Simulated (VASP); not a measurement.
TlPdCl3, 5 atoms in the cell. Symmetry: Pm-3m, No. 221, cubic system. Conventional cell: a = 4.976 Å, b = 4.976 Å, c = 4.976 Å, α = 90.00°, β = 90.00°, γ = 90.00°. Tl (site symmetry m-3m) has 12 Cl at 3.52 Å and 8 Pd at 4.31 Å within 4.6 Å. Within 3.3 Å of Pd (site symmetry m-3m) lie 6 Cl at 2.49 Å. Within 3.3 Å of Cl (site symmetry 4/mmm) lie 2 Pd at 2.49 Å. 

```yaml
Program: VASP 6.6.1
Task: single point
Functional: PBE
Potentials_or_basis: VASP PAW PBE potentials, release 64 (Tl_d, Pd, Cl)
Cutoff: 520 eV
k_mesh: 4 × 4 × 4
Occupations: gaussian, width 0.1 eV
Spin: collinear spin, ferromagnetic start
Starting_moments: "[0.0, 1.0, 0.0, 0.0, 0.0] μB"
Dipole_correction: no
Further_INCAR_settings: ALGO = Normal; EDIFF = 1e-06; NBANDS = 34
```

Potentials or basis: VASP PAW PBE potentials, release 64 (Tl_d, Pd, Cl).

Launch:

```console
$ cat potpaw_PBE.64/Tl_d/POTCAR potpaw_PBE.64/Pd/POTCAR potpaw_PBE.64/Cl/POTCAR > POTCAR
$ mpirun -np 1 vasp_std > vasp.out
```

Hardware: 1 thread of Intel(R) Xeon(R) Platinum 8559C (Emerald Rapids) (shared host).

Question: Estimate the wall time of this run.

Answer: Wall time 48 s on 1 thread of Intel(R) Xeon(R) Platinum 8559C (Emerald Rapids), with other jobs on the host, peak memory 0.31 GiB. Counts: scf iterations 15, k points 10.
